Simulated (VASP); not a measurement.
A run of VASP 6.6.1:

INCAR

```
SYSTEM = SiW2
ALGO     = Fast           ! electronic algorithm
EDIFF    = 1E-7           ! SCF threshold, eV
ENCUT    = 520            ! plane-wave cutoff, eV
GGA      = PE             ! functional
ISIF     = 2              ! what is computed and relaxed
ISMEAR   = 0              ! smearing method
LASPH    = .TRUE.         ! aspherical terms in the spheres
LCHARG   = .TRUE.         ! write CHGCAR
LELF     = .TRUE.         ! ELF
LREAL    = .FALSE.        ! projectors in reciprocal space
LVHAR    = .TRUE.       
LWAVE    = .FALSE.        ! write WAVECAR
NBANDS   = 41             ! bands
NELM     = 100            ! most SCF steps
PREC     = Accurate       ! precision mode
SIGMA    = 0.2            ! smearing width, eV
```

KPOINTS

```
k-points
0
G
  8 6 4
  0 0 0
```

POSCAR

```
SiW2
1.0
    0.1489773048      0.0868348343     -2.7548859677
    2.0931455497     -3.6210158070     -0.0017154122
   -6.9516056369     -4.0169713579      0.5149038069
Si W
2 4
Direct
    0.1403449277      0.0000564361      1.0195542963
    0.8597121653      0.4999423471      0.4804522359
    0.1990310183      0.5000244274      0.8295220249
    0.2942552735      0.9999685220      0.3524253814
    0.8008392098      0.9999779125      0.6704773529
    0.7058174054      0.5000303548      0.1475687086
```

Potentials or basis: VASP PAW PBE potentials, release 64 (Si, W_sv).

The run is started by

```bash
$ cat potpaw_PBE.64/Si/POTCAR potpaw_PBE.64/W_sv/POTCAR > POTCAR
$ mpirun -np 1 vasp_std > vasp.out
```

Hardware: 1 thread of Intel(R) Xeon(R) 6975P-C (Granite Rapids), on a shared host.

Problem. Estimate the wall time of this run.

Solution. Run time: 3.5 min on 1 thread of Intel(R) Xeon(R) 6975P-C (Granite Rapids) (shared host), peak memory 0.39 GiB. Counts: scf iterations 19, k points 100.
